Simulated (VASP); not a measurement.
Here is a VASP 6.6.1 calculation.

File INCAR:

```
ALGO = Normal ; EDIFF = 1E-6
ENCUT = 520 ; GGA = PE
ISIF = 2 ; ISMEAR = -1
LASPH = T ; LCHARG = T
LELF = T ; LREAL = F
LVHAR = T ; LWAVE = F
NBANDS = 10 ; NELM = 100
PREC = Accurate ; SIGMA = 0.1
```

File KPOINTS:

```
k-points
0
Gamma
  17 17 17
```

File POSCAR:

```
Ir
1.0
    0.0000000000      1.8689458059      1.8689458059
    1.8689458059      0.0000000000      1.8689458059
    1.8689458059      1.8689458059      0.0000000000
Ir
1
Direct
    0.0000000000      0.0000000000      0.0000000000
```

Potentials or basis: VASP PAW PBE potentials, release 64 (Ir).

Launch:

```sh
$ cat potpaw_PBE.64/Ir/POTCAR > POTCAR
$ mpirun -np 1 vasp_std > vasp.out
```

(1) Estimate the pressure.

Results:

(1) 48.8 GPa.
